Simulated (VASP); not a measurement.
**KF: single point with r2SCAN**

Crystal: KF.

```
K F
1.0
     0.00000    2.93540    2.93540
     2.93540    0.00000    2.93540
     2.93540    2.93540    0.00000
K F
1 1
Direct
  0.00000 0.00000 0.00000
  0.25000 0.25000 0.25000
```

| Item | Value |
| --- | --- |
| Program | VASP 6.6.1 |
| Task | single point |
| Functional | r2SCAN |
| Potentials or basis | VASP PAW PBE potentials, release 64 (K_sv, F) |
| Cutoff | 520 eV |
| k mesh | 6 × 6 × 6 |
| Occupations | gaussian, width 0.01 eV |
| Spin | no spin polarisation |
| Dipole correction | no |
| Further INCAR settings | ALGO = Normal; EDIFF = 1e-07; NBANDS = 15 |

- Pressure: 0.0 GPa
- Band gap on the k mesh: 5.74 eV, indirect (least direct gap 5.95 eV)

Levels at points of the mesh, in eV from the valence-band top:
```csv
k point,band 5,band 6,band 7,band 8,band 9,band 10,band 11,band 12
"(0.00, 0.00, 0.00)",-9.85,-0.21,-0.21,-0.21,5.74,12.64,12.64,12.77
"(0.50, 0.00, 0.00)",-9.90,-0.26,-0.12,-0.12,8.56,9.87,11.70,11.70
"(0.50, 0.50, 0.00)",-9.88,-0.43,0.00,0.00,8.83,8.94,13.28,13.81
```

It took 36 s on 1 thread of Intel(R) Xeon(R) Platinum 8559C (Emerald Rapids), with other jobs on the host, peak memory 0.18 GiB.

Caveat: the PAW data sets were made with another functional, which shifts forces and pressure a little. r2SCAN opens gaps a little over a GGA but as a rule still falls short of measured ones.
